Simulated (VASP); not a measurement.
# Ti (I4/mmm) in VASP: further runs

Runs on Ti. Level: PBEsol. Tasks: single point.

Everything below comes from runs of VASP 6.6.1. Logs are shortened: lines on timing, memory, paths and dates and some standing lists are left out, and cuts for length are marked.

## 1. The cell of the first run

The structure is tetragonal, space group I4/mmm (No. 139). Conventional cell: a = 3.210 Å, b = 3.210 Å, c = 3.491 Å, α = 90.00°, β = 90.00°, γ = 90.00°. Within 3.8 Å of Ti (site symmetry 4/mmm) lie 14 Ti at 2.86 to 3.49 Å.

## 2. Single point, PBEsol (strain +0.0875 x Voigt [0, 1, 0, 0, 0, 0])

The input, INCAR:

```
ALGO = Fast ; EDIFF = 1E-7
ENCUT = 520 ; GGA = PS
ISIF = 2 ; ISMEAR = 0
LASPH = True ; LCHARG = False
LREAL = False ; LWAVE = False
NBANDS = 12 ; NELM = 80
PREC = Accurate ; SIGMA = 0.15
```

The input, KPOINTS:

```
k-points
0
Gamma
  26 26 26
```

The input, POSCAR:

```
Ti
1.0
   -1.6051160629      1.7455637184      1.6051160629
    1.6051160629     -1.7455637184      1.6051160629
    1.6051160629      1.7455637184     -1.6051160629
Ti
1
Direct
    0.0000000000      0.0000000000      0.0000000000
```

Potentials or basis: VASP PAW PBE potentials, release 64 (Ti_sv).

Command:

```console
cat potpaw_PBE.64/Ti_sv/POTCAR > POTCAR
mpirun -np 1 vasp_std > vasp.out
```

OUTCAR:

```text
EDIFF = 1E-7
   ENCUT = 520
   GGA = PS
   ISIF = 2
   ISMEAR = 0
   LASPH = True
   LREAL = False
   NELM = 80
   PREC = Accurate

 ion  position               nearest neighbor table
   1  0.000  0.000  0.000-

  LATTYP: Found a body centered tetragonal cell.
 ALAT       =     3.2102321258
 C/A-ratio  =     1.0875000000

  Lattice vectors:

 A1 = (  -1.6051160629,  -1.7455637184,   1.6051160629)
 A2 = (   1.6051160629,  -1.7455637184,  -1.6051160629)
 A3 = (   1.6051160629,   1.7455637184,   1.6051160629)

Analysis of symmetry for initial positions (statically):
=====================================================================
 Subroutine PRICEL returns:
 Original cell was already a primitive cell.

 Routine SETGRP: Setting up the symmetry group for a
 body centered tetragonal supercell.

 Subroutine GETGRP returns: Found 16 space group operations
 (whereof 16 operations were pure point group operations)
 out of a pool of 16 trial point group operations.

The static configuration has the point symmetry D_4h.

Analysis of symmetry for dynamics (positions and initial velocities):
=====================================================================
 Subroutine PRICEL returns:
 Original cell was already a primitive cell.

 Routine SETGRP: Setting up the symmetry group for a
 body centered tetragonal supercell.

 Subroutine GETGRP returns: Found 16 space group operations
 (whereof 16 operations were pure point group operations)
 out of a pool of 16 trial point group operations.

The dynamic configuration has the point symmetry D_4h.

 Subroutine INISYM returns: Found 16 space group operations
 (whereof 16 operations are pure point group operations),
 and found     1 'primitive' translations

----------------------------------------------------------------------------------------

                                     Primitive cell

  volume of cell :      17.9891

  direct lattice vectors                    reciprocal lattice vectors
    -1.605116063  1.745563718  1.605116063     0.000000000  0.286440417  0.311503954
     1.605116063 -1.745563718  1.605116063     0.311503954  0.000000000  0.311503954
     1.605116063  1.745563718 -1.605116063     0.311503954  0.286440417  0.000000000

  length of vectors
     2.863527169  2.863527169  2.863527169     0.423181788  0.440533116  0.423181788

  position of ions in fractional coordinates (direct lattice)
     0.000000000  0.000000000  0.000000000

  ion indices of the primitive-cell ions
   primitive index   ion index
                 1           1

----------------------------------------------------------------------------------------

 KPOINTS: k-points

Automatic generation of k-mesh.
 Grid dimensions read from file:
 generate k-points for:   26   26   26

 Generating k-lattice:

  Cartesian coordinates                     Fractional coordinates (reciprocal lattice)
     0.000000000  0.011016939  0.011980921     0.038461538  0.000000000  0.000000000
     0.011980921  0.000000000  0.011980921     0.000000000  0.038461538  0.000000000
     0.011980921  0.011016939  0.000000000     0.000000000  0.000000000  0.038461538

  Length of vectors
     0.016276223  0.016943581  0.016276223

  Shift w.r.t. Gamma in fractional coordinates (k-lattice)
     0.000000000  0.000000000  0.000000000

 Subroutine IBZKPT returns following result:
 ===========================================

 Found   1330 irreducible k-points:

 Following reciprocal coordinates:
            Coordinates               Weight
  0.000000  0.000000  0.000000      1.000000
  0.038462  0.000000  0.000000      8.000000
  0.076923  0.000000  0.000000      8.000000
  0.115385  0.000000  0.000000      8.000000
  0.153846  0.000000  0.000000      8.000000
  0.192308 -0.000000  0.000000      8.000000
[... 16 lines left out ...]
  0.307692  0.038462 -0.000000     16.000000
  0.346154  0.038462 -0.000000     16.000000
 [... further k-points ...]
   k-points           NKPTS =   1330   k-points in BZ     NKDIM =   1330   number of bands    NBANDS=     12
   number of dos      NEDOS =    301   number of ions     NIONS =      1
   total plane-waves  NPLWV =  13824
   dimension x,y,z NGX =    24 NGY =   24 NGZ =   24
   dimension x,y,z NGXF=    48 NGYF=   48 NGZF=   48
   ions per type =               1
   NGX,Y,Z   is equivalent  to a cutoff of  13.93, 13.93, 13.93 a.u.
   NGXF,Y,Z  is equivalent  to a cutoff of  27.87, 27.87, 27.87 a.u.
 SYSTEM =  unknown system
   PREC   = accura    normal or accurate (medium, high low for compatibility)
   ISTART =      0    job   : 0-new  1-cont  2-samecut
   ICHARG =      2    charge: 1-file 2-atom 10-const
   ISPIN  =      1    spin polarized calculation?
   LNONCOLLINEAR =      F non collinear calculations
   LSORBIT =      F    spin-orbit coupling
   LASPH  =      T    aspherical Exc in radial PAW
   ENCUT  =  520.0 eV  38.22 Ry    6.18 a.u.   5.32  5.32  5.32*2*pi/ulx,y,z
   NELM   =     80;   NELMIN=  2; NELMDL= -5     # of ELM steps
   EDIFF  = 0.1E-06   stopping-criterion for ELM
   LREAL  =      F    real-space projection
   EDIFFG = 0.1E-05   stopping-criterion for IOM
   NSW    =      0    number of steps for IOM
   IBRION =     -1    ionic relax: 0-MD 1-quasi-New 2-CG
   NFREE  =      0    steps in history (QN), initial steepest desc. (CG)
   ISIF   =      2    stress and relaxation
   ISYM   =      2    0-nonsym 1-usesym 2-fastsym
   POTIM  = 0.5000    time-step for ionic-motion
   TEBEG  =    0.0;   TEEND  =   0.0 temperature during run
   PSTRESS=    0.0 pullay stress
   NELECT =      12.0000    total number of electrons
   NUPDOWN=      -1.0000    fix difference up-down
   EMIN   =  10.00;   EMAX   =-10.00  energy-range for DOS
   EFERMI =   0.00;   METHOD = LEGACY
   ISMEAR =     0;   SIGMA  =   0.15  broadening in eV -4-tet -1-fermi 0-gaus
   EFERMI_NEDOS =   21; number of points for ismear=-14 and -15
   IALGO  =     68    algorithm
   IMIX   =      4    mixing-type and parameters
     AMIX     =   0.40;   BMIX     =  1.00
     AMIX_MAG =   1.60;   BMIX_MAG =  1.00
  volume/ion in A,a.u.               =      17.99       121.40
  Fermi-wavevector in a.u.,A,eV,Ry     =   1.430427  2.703115 27.839174  2.046122
  Thomas-Fermi vector in A             =   2.550273
   LORBIT       =      0    0 simple, 1 ext, 2 COOP (PROOUT), +10 PAW based schemes
   GGA     = PS    functional components
   LHFCALC =     F    Hartree Fock is set to
   AEXX    =    0.0000 exact exchange contribution
   IVDW    =     0    specifies the selected vdW correction
   LEPSILON=     F    determine dielectric tensor
   LRPA    =     F    only Hartree local field effects (RPA)
 non-spin polarized calculation
 RMM-DIIS sequential band-by-band and
 Gauss-broadening in eV      SIGMA  =   0.15
  energy-cutoff  :      520.00
  volume of cell :       17.99
 maximum number of plane-waves:       498
 NGX is ok and might be reduce to    24
   NGX = 11   NGY = 11   NGZ = 11

 number of electron      12.0000002 magnetization

 Free energy of the ion-electron system (eV)
  ---------------------------------------------------
  ext. energy  EPLUGINS =         0.00000000
  ---------------------------------------------------
  free energy    TOTEN  =        -8.21302586 eV

  energy without entropy =       -8.18469880  energy(sigma->0) =       -8.19886233

 E-fermi :   7.6191     XC(G=0): -11.4663

 val. band max:        7.6190449930   @ k =  -0.2692   0.3462   0.0769
 cond. band min:       7.6203413359   @ k =  -0.3846   0.4231   0.0385
 fundamental gap:      0.0012963430
 Fermi energy:         7.6191330458

 k-point     1 :       0.0000    0.0000    0.0000
  band No.  band energies     occupation
      1     -48.7809      2.00000
      2     -24.7722      2.00000
      3     -24.7722      2.00000
      4     -24.7649      2.00000
      5       1.7243      2.00000
      6       8.4017      0.00000
      7       8.4017      0.00000
      8       8.9301      0.00000
      9       9.8836      0.00000
     10      10.4907      0.00000
     11      23.9211      0.00000
     12      25.2714      0.00000

 k-point     2 :       0.0385    0.0000    0.0000
  band No.  band energies     occupation
      1     -48.7793      2.00000
      2     -24.7792      2.00000
      3     -24.7747      2.00000
      4     -24.7671      2.00000
      5       1.7725      2.00000
      6       8.3976      0.00000
      7       8.4118      0.00000
      8       8.9338      0.00000
      9       9.8678      0.00000
     10      10.4795      0.00000
     11      23.9175      0.00000
     12      25.1850      0.00000

 k-point     3 :       0.0769    0.0000    0.0000
  band No.  band energies     occupation
      1     -48.7745      2.00000
      2     -24.8055      2.00000
      3     -24.7823      2.00000
      4     -24.7680      2.00000
      5       1.9153      2.00000
      6       8.3814      0.00000
      7       8.4259      0.00000
      8       8.9618      0.00000
      9       9.8249      0.00000
     10      10.4507      0.00000
     11      23.8692      0.00000
     12      24.9343      0.00000
[... 286 lines left out ...]
 k-point    23 :       0.3077    0.0385   -0.0000
  band No.  band energies     occupation
      1     -48.6969      2.00000
      2     -25.2234      2.00000
      3     -24.9017      2.00000
      4     -24.7733      2.00000
      5       4.4674      2.00000
      6       7.7543      0.20242
      7       7.7931      0.10088
      8       9.7831      0.00000
      9      10.5027      0.00000
     10      10.6881      0.00000
     11      18.5767      0.00000
     12      22.1890      0.00000

 k-point    24 :       0.3462    0.0385   -0.0000
  band No.  band energies     occupation
      1     -48.6857      2.00000
      2     -25.2814      2.00000
      3     -24.9194      2.00000
      4     -24.7731      2.00000
      5       4.8185      2.00000
      6       7.6462      0.79834
      7       7.8678      0.01906
      8       9.8125      0.00000
      9      10.5625      0.00000
     10      11.0259      0.00000
     11      17.6169      0.00000
     12      21.7772      0.00000

 [... further k-points ...]

------------------------ aborting loop because EDIFF is reached ----------------------------------------

  FORCE on cell =-STRESS in cart. coord.  units (eV):
  Direction    XX          YY          ZZ          XY          YZ          ZX
  --------------------------------------------------------------------------------------
  -------------------------------------------------------------------------------------
  Total       -0.9855246     -0.7858393     -0.9855246      0.0000000      0.0000000      0.0000000
  in kB      -87.7747266    -69.9899638    -87.7747266      0.0000000      0.0000000      0.0000000
  external PRESSURE =     -81.8464723 kB  Pullay stress =       0.0000000 kB

 VOLUME and BASIS-vectors are now :
 -----------------------------------------------------------------------------
  energy-cutoff  :      520.00
  volume of cell :       17.99
      direct lattice vectors                 reciprocal lattice vectors
    -1.605116063  1.745563718  1.605116063     0.000000000  0.286440417  0.311503954
     1.605116063 -1.745563718  1.605116063     0.311503954  0.000000000  0.311503954
     1.605116063  1.745563718 -1.605116063     0.311503954  0.286440417  0.000000000

 POSITION                                       TOTAL-FORCE (eV/Angst)
 -----------------------------------------------------------------------------------
      0.00000      0.00000      0.00000         0.000000      0.000000      0.000000
 -----------------------------------------------------------------------------------
    total drift:                                0.000000      0.000000      0.000000

  FREE ENERGIE OF THE ION-ELECTRON SYSTEM (eV)
  ---------------------------------------------------
  free  energy   TOTEN  =        -8.2130258601 eV

  energy  without entropy=       -8.1846988027  energy(sigma->0) =       -8.19886233
```

It took 11 min on 1 thread of Intel Xeon 8259CL, shared host; peak memory 0.39 GiB.

What came out:

```yaml
Free_energy: -8.2130 eV
Pressure: -8.2 GPa
Band_gap_on_the_k_mesh: zero (bands 6 and 7 overlap by 1.57 eV)
```

Stress tensor (GPa, compression positive):
```
-8.78  0.00  0.00
 0.00 -7.00  0.00
 0.00  0.00 -8.78
```

Levels at points of the mesh, in eV from the Fermi level:
| k point | band 4 | band 5 | band 6 | band 7 | band 8 | band 9 |
| --- | --- | --- | --- | --- | --- | --- |
| (0.00, 0.00, 0.00) | -32.38 | -5.89 | 0.78 | 0.78 | 1.31 | 2.26 |
| (0.50, 0.00, 0.00) | -32.39 | -2.40 | -0.15 | 0.87 | 2.21 | 3.02 |
| (0.00, 0.50, 0.00) | -32.43 | -2.39 | -0.81 | 1.41 | 3.00 | 3.13 |
| (0.50, 0.50, 0.50) | -32.77 | -2.12 | -1.90 | 3.64 | 3.79 | 3.79 |

Caveat: the cell differs from its parent crystal (strain +0.0875 x Voigt [0, 1, 0, 0, 0, 0]); the cell stands under tension; the PAW data sets were made with another functional, which shifts forces and pressure a little.

(Continued in part 2 of 2.)
